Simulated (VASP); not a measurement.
# Nb (Im-3m) in VASP: single point with PBE

Aim: the single point of Nb with PBE.

All numbers are computed with VASP 6.6.1; they aren't measurements. Logs are shortened: lines on timing, memory, paths and dates and some standing lists are left out, and cuts for length are marked.

**1. The cell of the first run**

The structure is cubic, space group Im-3m (No. 229). The conventional cell has a = 3.300 Å, b = 3.300 Å, c = 3.300 Å, α = 90.00°, β = 90.00°, γ = 90.00°. Nb (site symmetry m-3m) has 14 Nb at 2.86 to 3.30 Å within 3.8 Å.

**2. Single point, PBE**

INCAR reads:

```
SYSTEM = Nb
ALGO = Normal
EDIFF = 1E-6
ENCUT = 500
GGA = PE
GGA_COMPAT = .False.
ISIF = 2
ISMEAR = -1
LASPH = .True.
LCHARG = .False.
LREAL = .False.
LWAVE = .False.
NBANDS = 12
NELM = 120
PREC = Accurate
SIGMA = 0.2
```

KPOINTS reads:

```
k-points
0
Gamma
  4 4 4
  0 0 0
```

POSCAR reads:

```
Nb
1.0
   -1.6500000000      1.6500000000      1.6500000000
    1.6500000000     -1.6500000000      1.6500000000
    1.6500000000      1.6500000000     -1.6500000000
Nb
1
Direct
    0.0000000000      0.0000000000      0.0000000000
```

Potentials or basis: VASP PAW PBE potentials, release 64 (Nb_sv).

Started as:

```bash
cat potpaw_PBE.64/Nb_sv/POTCAR > POTCAR
mpirun -np 1 vasp_std > vasp.out
```

OUTCAR:

```text
SYSTEM = Nb
   EDIFF = 1E-6
   ENCUT = 500
   GGA = PE
   ISIF = 2
   ISMEAR = -1
   LASPH = .True.
   LREAL = .False.
   NELM = 120
   PREC = Accurate

 ion  position               nearest neighbor table
   1  0.000  0.000  0.000-

  LATTYP: Found a body centered cubic cell.
 ALAT       =     3.3000000000

  Lattice vectors:

 A1 = (  -1.6500000000,   1.6500000000,   1.6500000000)
 A2 = (   1.6500000000,  -1.6500000000,   1.6500000000)
 A3 = (   1.6500000000,   1.6500000000,  -1.6500000000)

Analysis of symmetry for initial positions (statically):
=====================================================================
 Subroutine PRICEL returns:
 Original cell was already a primitive cell.

 Routine SETGRP: Setting up the symmetry group for a
 body centered cubic supercell.

 Subroutine GETGRP returns: Found 48 space group operations
 (whereof 48 operations were pure point group operations)
 out of a pool of 48 trial point group operations.

The static configuration has the point symmetry O_h .

Analysis of symmetry for dynamics (positions and initial velocities):
=====================================================================
 Subroutine PRICEL returns:
 Original cell was already a primitive cell.

 Routine SETGRP: Setting up the symmetry group for a
 body centered cubic supercell.

 Subroutine GETGRP returns: Found 48 space group operations
 (whereof 48 operations were pure point group operations)
 out of a pool of 48 trial point group operations.

The dynamic configuration has the point symmetry O_h .

 Subroutine INISYM returns: Found 48 space group operations
 (whereof 48 operations are pure point group operations),
 and found     1 'primitive' translations

----------------------------------------------------------------------------------------

                                     Primitive cell

  volume of cell :      17.9685

  direct lattice vectors                    reciprocal lattice vectors
    -1.650000000  1.650000000  1.650000000     0.000000000  0.303030303  0.303030303
     1.650000000 -1.650000000  1.650000000     0.303030303  0.000000000  0.303030303
     1.650000000  1.650000000 -1.650000000     0.303030303  0.303030303  0.000000000

  length of vectors
     2.857883832  2.857883832  2.857883832     0.428549564  0.428549564  0.428549564

  position of ions in fractional coordinates (direct lattice)
     0.000000000  0.000000000  0.000000000

  ion indices of the primitive-cell ions
   primitive index   ion index
                 1           1

----------------------------------------------------------------------------------------

 KPOINTS: k-points

Automatic generation of k-mesh.
 Grid dimensions read from file:
 generate k-points for:    4    4    4

 Generating k-lattice:

  Cartesian coordinates                     Fractional coordinates (reciprocal lattice)
     0.000000000  0.075757576  0.075757576     0.250000000  0.000000000  0.000000000
     0.075757576  0.000000000  0.075757576     0.000000000  0.250000000  0.000000000
     0.075757576  0.075757576  0.000000000     0.000000000  0.000000000  0.250000000

  Length of vectors
     0.107137391  0.107137391  0.107137391

  Shift w.r.t. Gamma in fractional coordinates (k-lattice)
     0.000000000  0.000000000  0.000000000

 Subroutine IBZKPT returns following result:
 ===========================================

 Found      8 irreducible k-points:

 Following reciprocal coordinates:
            Coordinates               Weight
  0.000000  0.000000  0.000000      1.000000
  0.250000  0.000000  0.000000     12.000000
  0.500000  0.000000  0.000000      6.000000
  0.250000  0.250000  0.000000     24.000000
  0.250000  0.250000  0.250000      2.000000
 -0.250000  0.250000  0.250000      6.000000
  0.500000  0.500000  0.250000     12.000000
  0.500000  0.500000  0.500000      1.000000
   k-points           NKPTS =      8   k-points in BZ     NKDIM =      8   number of bands    NBANDS=     12
   number of dos      NEDOS =    301   number of ions     NIONS =      1
   total plane-waves  NPLWV =  13824
   dimension x,y,z NGX =    24 NGY =   24 NGZ =   24
   dimension x,y,z NGXF=    48 NGYF=   48 NGZF=   48
   ions per type =               1
   NGX,Y,Z   is equivalent  to a cutoff of  13.96, 13.96, 13.96 a.u.
   NGXF,Y,Z  is equivalent  to a cutoff of  27.92, 27.92, 27.92 a.u.
 SYSTEM =  Nb
   PREC   = accura    normal or accurate (medium, high low for compatibility)
   ISTART =      0    job   : 0-new  1-cont  2-samecut
   ICHARG =      2    charge: 1-file 2-atom 10-const
   ISPIN  =      1    spin polarized calculation?
   LNONCOLLINEAR =      F non collinear calculations
   LSORBIT =      F    spin-orbit coupling
   LASPH  =      T    aspherical Exc in radial PAW
   ENCUT  =  500.0 eV  36.75 Ry    6.06 a.u.   5.21  5.21  5.21*2*pi/ulx,y,z
   NELM   =    120;   NELMIN=  2; NELMDL= -5     # of ELM steps
   EDIFF  = 0.1E-05   stopping-criterion for ELM
   LREAL  =      F    real-space projection
   EDIFFG = 0.1E-04   stopping-criterion for IOM
   NSW    =      0    number of steps for IOM
   IBRION =     -1    ionic relax: 0-MD 1-quasi-New 2-CG
   NFREE  =      0    steps in history (QN), initial steepest desc. (CG)
   ISIF   =      2    stress and relaxation
   ISYM   =      2    0-nonsym 1-usesym 2-fastsym
   POTIM  = 0.5000    time-step for ionic-motion
   TEBEG  =    0.0;   TEEND  =   0.0 temperature during run
   PSTRESS=    0.0 pullay stress
   NELECT =      13.0000    total number of electrons
   NUPDOWN=      -1.0000    fix difference up-down
   EMIN   =  10.00;   EMAX   =-10.00  energy-range for DOS
   EFERMI =   0.00;   METHOD = LEGACY
   ISMEAR =    -1;   SIGMA  =   0.20  broadening in eV -4-tet -1-fermi 0-gaus
   EFERMI_NEDOS =   21; number of points for ismear=-14 and -15
   IALGO  =     38    algorithm
   IMIX   =      4    mixing-type and parameters
     AMIX     =   0.40;   BMIX     =  1.00
     AMIX_MAG =   1.60;   BMIX_MAG =  1.00
  volume/ion in A,a.u.               =      17.97       121.26
  Fermi-wavevector in a.u.,A,eV,Ry     =   1.469666  2.777266 29.387474  2.159918
  Thomas-Fermi vector in A             =   2.585016
   LORBIT       =      0    0 simple, 1 ext, 2 COOP (PROOUT), +10 PAW based schemes
   GGA     = PE    functional components
   LHFCALC =     F    Hartree Fock is set to
   AEXX    =    0.0000 exact exchange contribution
   IVDW    =     0    specifies the selected vdW correction
   LEPSILON=     F    determine dielectric tensor
   LRPA    =     F    only Hartree local field effects (RPA)
 non-spin polarized calculation
  energy-cutoff  :      500.00
  volume of cell :       17.97
 maximum number of plane-waves:       466
 NGX is ok and might be reduce to    24
   NGX = 11   NGY = 11   NGZ = 11

 number of electron      13.0000000 magnetization

 Free energy of the ion-electron system (eV)
  ---------------------------------------------------
  ext. energy  EPLUGINS =         0.00000000
  ---------------------------------------------------
  free energy    TOTEN  =       -10.31445326 eV

  energy without entropy =      -10.18773604  energy(sigma->0) =      -10.25109465

 E-fermi :  11.2627     XC(G=0): -12.5264

 val. band max:       11.0741234714   @ k =   0.2500   0.0000   0.0000
 cond. band min:      11.5247110234   @ k =   0.0000   0.0000   0.0000
 fundamental gap:      0.4505875520
 Fermi energy:        11.2626845858

 k-point     1 :       0.0000    0.0000    0.0000
  band No.  band energies     occupation
      1     -43.2464      2.00000
      2     -18.5331      2.00000
      3     -18.5331      2.00000
      4     -18.5331      2.00000
      5       5.2572      2.00000
      6      11.5247      0.42493
      7      11.5247      0.42493
      8      11.5247      0.42493
      9      14.4460      0.00000
     10      14.4460      0.00000
     11      25.4409      0.00000
     12      25.4409      0.00000

 k-point     2 :       0.2500    0.0000    0.0000
  band No.  band energies     occupation
      1     -43.1245      2.00000
      2     -19.2387      2.00000
      3     -18.7517      2.00000
      4     -18.5393      2.00000
      5       7.1975      2.00000
      6      10.3902      1.97483
      7      11.0741      1.43933
      8      13.8428      0.00000
      9      13.9267      0.00000
     10      14.5976      0.00000
     11      25.5816      0.00000
     12      27.1592      0.00000

 k-point     3 :       0.5000    0.0000    0.0000
  band No.  band energies     occupation
      1     -42.9997      2.00000
      2     -19.8924      2.00000
      3     -18.9619      2.00000
      4     -18.5459      2.00000
      5       7.4566      2.00000
      6       9.5048      1.99970
      7      13.4996      0.00003
      8      14.4731      0.00000
      9      15.1549      0.00000
     10      17.5312      0.00000
     11      22.8464      0.00000
     12      23.2370      0.00000

 k-point     4 :       0.2500    0.2500    0.0000
  band No.  band energies     occupation
      1     -43.0001      2.00000
      2     -19.6467      2.00000
      3     -19.1079      2.00000
      4     -18.6773      2.00000
      5       8.7417      1.99999
      6       9.7898      1.99873
      7      10.8359      1.78828
      8      14.0873      0.00000
      9      15.2468      0.00000
     10      18.5394      0.00000
     11      23.2304      0.00000
     12      25.2169      0.00000

 k-point     5 :       0.2500    0.2500    0.2500
  band No.  band energies     occupation
      1     -42.9803      2.00000
      2     -19.2237      2.00000
      3     -19.2237      2.00000
      4     -19.2237      2.00000
      5      10.0831      1.99452
      6      10.0831      1.99452
      7      10.0831      1.99452
      8      15.2878      0.00000
      9      15.2878      0.00000
     10      20.6235      0.00000
     11      23.1291      0.00000
     12      23.1291      0.00000

 k-point     6 :      -0.2500    0.2500    0.2500
  band No.  band energies     occupation
      1     -43.0204      2.00000
      2     -19.2665      2.00000
      3     -18.9902      2.00000
      4     -18.9902      2.00000
      5       8.6918      1.99999
      6      10.0977      1.99411
      7      12.1289      0.02596
      8      12.1289      0.02596
      9      13.6739      0.00001
     10      15.9129      0.00000
     11      25.8688      0.00000
     12      29.3244      0.00000

 k-point     7 :       0.5000    0.5000    0.2500
  band No.  band energies     occupation
      1     -42.9142      2.00000
      2     -19.6822      2.00000
      3     -19.2186      2.00000
      4     -19.0189      2.00000
      5       8.4276      2.00000
      6       9.3985      1.99982
      7      11.9882      0.05178
      8      12.9178      0.00051
      9      17.1311      0.00000
     10      19.2274      0.00000
     11      22.2950      0.00000
     12      25.0090      0.00000

 k-point     8 :       0.5000    0.5000    0.5000
  band No.  band energies     occupation
      1     -42.8274      2.00000
      2     -19.4635      2.00000
      3     -19.4635      2.00000
      4     -19.4635      2.00000
      5       7.4565      2.00000
      6       7.4565      2.00000
      7      16.7617      0.00000
      8      16.7617      0.00000
      9      16.7617      0.00000
     10      20.2947      0.00000
     11      20.2947      0.00000
     12      20.2947      0.00000

------------------------ aborting loop because EDIFF is reached ----------------------------------------

  FORCE on cell =-STRESS in cart. coord.  units (eV):
  Direction    XX          YY          ZZ          XY          YZ          ZX
  --------------------------------------------------------------------------------------
  -------------------------------------------------------------------------------------
  Total        0.5471003      0.5471003      0.5471003     -0.0000000     -0.0000000      0.0000000
  in kB       48.7826831     48.7826831     48.7826831     -0.0000000     -0.0000000      0.0000000
  external PRESSURE =      48.7826831 kB  Pullay stress =       0.0000000 kB

 VOLUME and BASIS-vectors are now :
 -----------------------------------------------------------------------------
  energy-cutoff  :      500.00
  volume of cell :       17.97
      direct lattice vectors                 reciprocal lattice vectors
    -1.650000000  1.650000000  1.650000000     0.000000000  0.303030303  0.303030303
     1.650000000 -1.650000000  1.650000000     0.303030303  0.000000000  0.303030303
     1.650000000  1.650000000 -1.650000000     0.303030303  0.303030303  0.000000000

 POSITION                                       TOTAL-FORCE (eV/Angst)
 -----------------------------------------------------------------------------------
      0.00000      0.00000      0.00000         0.000000      0.000000      0.000000
 -----------------------------------------------------------------------------------
    total drift:                                0.000000      0.000000     -0.000000

  FREE ENERGIE OF THE ION-ELECTRON SYSTEM (eV)
  ---------------------------------------------------
  free  energy   TOTEN  =       -10.3144532579 eV

  energy  without entropy=      -10.1877360371  energy(sigma->0) =      -10.25109465
```

Run time: 6.5 s. Hardware: 1 thread of Intel Xeon 8259CL, shared host; peak memory 0.13 GiB.

Results:

* Free energy: -10.3145 eV
* Pressure: 4.9 GPa

Levels at points of the mesh, in eV from the Fermi level:
| k point | band 2 | band 3 | band 4 | band 5 | band 6 | band 7 | band 8 | band 9 | band 10 | band 11 |
| --- | --- | --- | --- | --- | --- | --- | --- | --- | --- | --- |
| (0.00, 0.00, 0.00) | -29.80 | -29.80 | -29.80 | -6.01 | 0.26 | 0.26 | 0.26 | 3.18 | 3.18 | 14.18 |
| (0.50, 0.00, 0.00) | -31.16 | -30.22 | -29.81 | -3.81 | -1.76 | 2.24 | 3.21 | 3.89 | 6.27 | 11.58 |
| (0.50, 0.50, 0.50) | -30.73 | -30.73 | -30.73 | -3.81 | -3.81 | 5.50 | 5.50 | 5.50 | 9.03 | 9.03 |

Caveat: the k points lie up to 0.67 Å⁻¹ apart.
